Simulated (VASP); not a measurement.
Wanted: the native input for a VASP 6.6.1 run.

- Task: single point
- Functional: PBE
- Potentials or basis: VASP PAW PBE potentials, release 64 (Zn, Si, N)
- Cutoff: 520 eV
- k mesh: 4 × 4 × 4
- Occupations: gaussian, width 0.1 eV
- Spin: no spin polarisation
- Dipole correction: no
- Further INCAR settings: ALGO = Normal; EDIFF = 1e-06; NBANDS = 30

The structure of Zn2SiN3 lies in POSCAR:

```
Zn2SiN3
1.0
    3.0171042900     -3.0691643300      0.0000000000
    3.0171042900      3.0691643300      0.0000000000
    0.0000000000      0.0000000000      4.1475493900
Zn Si N
2 1 3
Direct
    0.2305165600      0.7694834400      0.5000000000
    0.7694834400      0.2305165600      0.5000000000
    0.0000000000      0.0000000000      0.0000000000
    0.0000000000      0.5000000000      0.5000000000
    0.5000000000      0.0000000000      0.5000000000
    0.0000000000      0.0000000000      0.5000000000
```

The input as run:

INCAR

```
SYSTEM = Zn2SiN3
ALGO = Normal ; EDIFF = 1E-6
ENCUT = 520 ; GGA = PE
ISIF = 2 ; ISMEAR = 0
LASPH = .True. ; LCHARG = .False.
LREAL = .False. ; LWAVE = .False.
NBANDS = 30 ; NELM = 100
PREC = Accurate ; SIGMA = 0.1
```

KPOINTS

```
k-points
0
Gamma
  4 4 4
  0 0 0
```

Potentials or basis: VASP PAW PBE potentials, release 64 (Zn, Si, N).

Run with:

```sh
$ cat potpaw_PBE.64/Zn/POTCAR potpaw_PBE.64/Si/POTCAR potpaw_PBE.64/N/POTCAR > POTCAR
$ mpirun -np 1 vasp_std > vasp.out
```

Results of the run:

```yaml
Pressure: 126.3 GPa
Largest_force: 25.599 eV/Å
```

Caveat: the k points lie up to 0.38 Å⁻¹ apart; forces of over 1 eV/Å act on the atoms, so gaps and moduli don't describe the material at rest.

Wall time 18 s on 1 thread of Intel(R) Xeon(R) 6975P-C (Granite Rapids), with other jobs on the host, peak memory 0.19 GiB.
